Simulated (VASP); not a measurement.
# AlNi (Pm-3m) in VASP: settings compared, part 2 of 2

VASP 6.6.1.

### 4 Single point, PBE, collinear spin, ferromagnetic start

This run uses another cell than the first one, of 11.96 Å³/atom.

INCAR

```
  PREC = Accurate
  ENCUT = 520
  EDIFF = 1E-7
  ISMEAR = 0
  SIGMA = 0.025
  LREAL = F
  LASPH = T
  NELM = 150
  ALGO = Normal
  ISIF = 2
  LWAVE = F
  LCHARG = T
  ISPIN = 2
  MAGMOM = 1 0
  LORBIT = 11
  LMAXMIX = 4
  GGA = PE
  LELF = T
  LVHAR = T
  NBANDS = 18
```

KPOINTS

```
regular mesh
0
Gamma
  9 9 9
```

POSCAR

```
AlNi
1.0
    2.8810000000      0.0000000000      0.0000000000
    0.0000000000      2.8810000000      0.0000000000
    0.0000000000      0.0000000000      2.8810000000
Ni Al
1 1
Direct
    0.5000000000      0.5000000000      0.5000000000
    0.0000000000      0.0000000000      0.0000000000
```

Potentials or basis: VASP PAW PBE potentials, release 64 (Ni, Al).

The run is started by

```console
cat potpaw_PBE.64/Ni/POTCAR potpaw_PBE.64/Al/POTCAR > POTCAR
mpirun -np 1 vasp_std > vasp.out
```

OUTCAR:

```text
PREC = Accurate
   ENCUT = 520
   EDIFF = 1E-7
   ISMEAR = 0
   LREAL = F
   LASPH = T
   NELM = 150
   ISIF = 2
   ISPIN = 2
   LORBIT = 11
   GGA = PE

 ion  position               nearest neighbor table
   1  0.500  0.500  0.500-   2 2.50   2 2.50   2 2.50   2 2.50   2 2.50   2 2.50   2 2.50   2 2.50

   2  0.000  0.000  0.000-   1 2.50   1 2.50   1 2.50   1 2.50   1 2.50   1 2.50   1 2.50   1 2.50

  LATTYP: Found a simple cubic cell.
 ALAT       =     2.8810000000

  Lattice vectors:

 A1 = (   2.8810000000,   0.0000000000,   0.0000000000)
 A2 = (   0.0000000000,   2.8810000000,   0.0000000000)
 A3 = (   0.0000000000,   0.0000000000,   2.8810000000)

Analysis of symmetry for initial positions (statically):
=====================================================================
 Subroutine PRICEL returns:
 Original cell was already a primitive cell.

 Routine SETGRP: Setting up the symmetry group for a
 simple cubic supercell.

[... 704 lines left out ...]
      3       6.7886      1.00000
      4       8.4711      1.00000
      5       8.4711      1.00000
      6       8.4711      1.00000
[... 493 lines left out ...]
     17      32.6026      0.00000
     18      36.4540      0.00000

 [... further k-points ...]

------------------------ aborting loop because EDIFF is reached ----------------------------------------

  FORCE on cell =-STRESS in cart. coord.  units (eV):
  Direction    XX          YY          ZZ          XY          YZ          ZX
  --------------------------------------------------------------------------------------
  -------------------------------------------------------------------------------------
  Total        0.2841055      0.2841055      0.2841055      0.0000000      0.0000000     -0.0000000
  in kB       19.0353323     19.0353323     19.0353323      0.0000000      0.0000000     -0.0000000
  external PRESSURE =      19.0353323 kB  Pullay stress =       0.0000000 kB

 VOLUME and BASIS-vectors are now :
 -----------------------------------------------------------------------------
  energy-cutoff  :      520.00
  volume of cell :       23.91
      direct lattice vectors                 reciprocal lattice vectors
     2.881000000  0.000000000  0.000000000     0.347101701  0.000000000  0.000000000
     0.000000000  2.881000000  0.000000000     0.000000000  0.347101701  0.000000000
     0.000000000  0.000000000  2.881000000     0.000000000  0.000000000  0.347101701

 POSITION                                       TOTAL-FORCE (eV/Angst)
 -----------------------------------------------------------------------------------
      1.44050      1.44050      1.44050         0.000000      0.000000      0.000000
      0.00000      0.00000      0.00000         0.000000      0.000000      0.000000
 -----------------------------------------------------------------------------------
    total drift:                                0.000000      0.000000     -0.000000

  FREE ENERGIE OF THE ION-ELECTRON SYSTEM (eV)
  ---------------------------------------------------
  free  energy   TOTEN  =       -10.5330913107 eV

  energy  without entropy=      -10.5330328945  energy(sigma->0) =      -10.53306210

 total charge

# of ion       s       p       d       tot
------------------------------------------
    1        0.475   0.518   8.471   9.464
    2        0.384   0.413   0.000   0.797
--------------------------------------------------
tot          0.859   0.931   8.471  10.261

 magnetization (x)

# of ion       s       p       d       tot
------------------------------------------
    1        0.000  -0.000   0.000   0.000
    2        0.000  -0.000   0.000   0.000
--------------------------------------------------
tot          0.000  -0.000   0.000   0.000
```

OSZICAR:

```text
N       E                     dE             d eps       ncg     rms          rms(c)
DAV:   1     0.470830852956E+02    0.47083E+02   -0.52999E+03  2552   0.798E+02
DAV:   2    -0.916256966319E+01   -0.56246E+02   -0.49576E+02  2714   0.163E+02
DAV:   3    -0.118855625379E+02   -0.27230E+01   -0.26569E+01  2994   0.368E+01
DAV:   4    -0.119214743919E+02   -0.35912E-01   -0.35877E-01  2946   0.376E+00
DAV:   5    -0.119222865706E+02   -0.81218E-03   -0.81213E-03  3040   0.616E-01    0.124E+01
DAV:   6    -0.140001218188E+02   -0.20778E+01   -0.41763E+01  2864   0.752E+01    0.166E+01
DAV:   7    -0.105557017538E+02    0.34444E+01   -0.12825E+01  2806   0.445E+01    0.136E+00
DAV:   8    -0.105458660165E+02    0.98357E-02   -0.27136E-01  3320   0.476E+00    0.107E+00
DAV:   9    -0.105302684174E+02    0.15598E-01   -0.50468E-02  3152   0.212E+00    0.701E-01
DAV:  10    -0.105318789285E+02   -0.16105E-02   -0.12172E-03  3270   0.352E-01    0.480E-01
DAV:  11    -0.105330724892E+02   -0.11936E-02   -0.12479E-03  3154   0.333E-01    0.208E-01
DAV:  12    -0.105326959603E+02    0.37653E-03   -0.16979E-03  3216   0.370E-01    0.232E-01
DAV:  13    -0.105330462724E+02   -0.35031E-03   -0.23775E-04  3078   0.149E-01    0.863E-02
DAV:  14    -0.105330870528E+02   -0.40780E-04   -0.46405E-05  3398   0.646E-02    0.217E-02
DAV:  15    -0.105330907920E+02   -0.37393E-05   -0.35689E-06  3710   0.146E-02    0.914E-03
DAV:  16    -0.105330912971E+02   -0.50509E-06   -0.42144E-07  2116   0.613E-03    0.263E-03
DAV:  17    -0.105330913107E+02   -0.13596E-07   -0.42306E-08  1362   0.175E-03
   1 F= -.10533091E+02 E0= -.10533062E+02  d E =-.584162E-04  mag=     0.0001
```

stdout:

```text
POSCAR found type information on POSCAR NiAl
 POSCAR found :  2 types and       2 ions
 scaLAPACK will be used
 LDA part: xc-table for (Slater+PW92), standard interpolation
 POSCAR, INCAR and KPOINTS ok, starting setup
 FFT: planning ... GRIDC
 FFT: planning ... GRID_SOFT
 FFT: planning ... GRID
 WAVECAR not read
 entering main loop
```

Run time: 22 s. Hardware: 1 thread of Intel Xeon Platinum 8259CL at 2.50GHz (Skylake/Cascade Lake), shared host; peak memory 0.16 GiB.

Results:

```
Free energy                                           : -10.5331 eV
Pressure                                              : 1.9 GPa
Net moment                                            : 0.00 μB per cell
Valence electrons inside the program's atomic spheres : Ni 9.46; Al 0.80
```

Levels at points of the mesh, in eV from the Fermi level:
Spin up:
| k point | band 2 | band 3 | band 4 | band 5 | band 6 | band 7 | band 8 | band 9 | band 10 | band 11 |
| --- | --- | --- | --- | --- | --- | --- | --- | --- | --- | --- |
| (0.00, 0.00, 0.00) | -3.25 | -3.25 | -1.56 | -1.56 | -1.56 | 5.49 | 5.49 | 5.49 | 8.11 | 8.11 |
Spin down:
| k point | band 4 | band 5 | band 6 | band 7 | band 8 | band 9 |
| --- | --- | --- | --- | --- | --- | --- |
| (0.00, 0.00, 0.00) | -1.56 | -1.56 | -1.56 | 5.49 | 5.49 | 5.49 |

Caveat: the moments typed at the start vanished in this run.

### 5 Overview

| level | cell | smearing | gap on the mesh (eV) | pressure (GPa) | moment (μB) |
| --- | --- | --- | --- | --- | --- |
| revPBE+D4 | a = 2.852 Å, 2 atoms | fermi-dirac 0.05 eV | none | -0.1 | 0.00 |
| PBE | a = 2.881 Å, 2 atoms | gaussian 0.012 eV | none | 1.8 | 0.00 |
| PBE | a = 2.881 Å, 2 atoms | gaussian 0.025 eV | none | 1.9 | 0.00 |

Alike in all rows: task single point; potentials or basis VASP PAW PBE potentials, release 64 (Ni, Al); spin collinear, ferromagnetic start; k mesh 9 × 9 × 9; cutoff (eV) 520.

Caveats: the moments typed at the start vanished in this run; the PAW data sets were made with another functional, which shifts forces and pressure a little (at least some runs).

Absolute energies hang on the potentials; compare differences alone.
